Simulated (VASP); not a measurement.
A run of VASP 6.6.1:

The input INCAR:

```
SYSTEM = Sb
PREC = Accurate
ENCUT = 500
EDIFF = 1E-6
ISMEAR = 0
SIGMA = 0.1
LREAL = .False.
LASPH = .True.
NELM = 120
ALGO = Normal
ISIF = 2
LWAVE = .False.
LCHARG = .False.
GGA = PE
NBANDS = 8
GGA_COMPAT = .False.
```

The input KPOINTS:

```
Automatic mesh
0
Gamma
  6 6 6
  0 0 0
```

File POSCAR:

```
Sb
1.0
    3.0833436100      0.0000000000      0.0000000000
    0.0000000000      3.0833436100      0.0000000000
    0.0000000000      0.0000000000      3.0833436100
Sb
1
Direct
    0.0000000000      0.0000000000      0.0000000000
```

Potentials or basis: VASP PAW PBE potentials, release 64 (Sb).

Command:

```sh
$ cat potpaw_PBE.64/Sb/POTCAR > POTCAR
$ mpirun -np 1 vasp_std > vasp.out
```

Hardware: 1 thread of Intel(R) Xeon(R) 6975P-C (Granite Rapids), on a shared host.

Question: How long does it take, and how much memory?

Answer: It took 2.2 s on 1 thread of Intel(R) Xeon(R) 6975P-C (Granite Rapids), on a shared host, peak memory 0.13 GiB. Counts: scf iterations 11, k points 20.
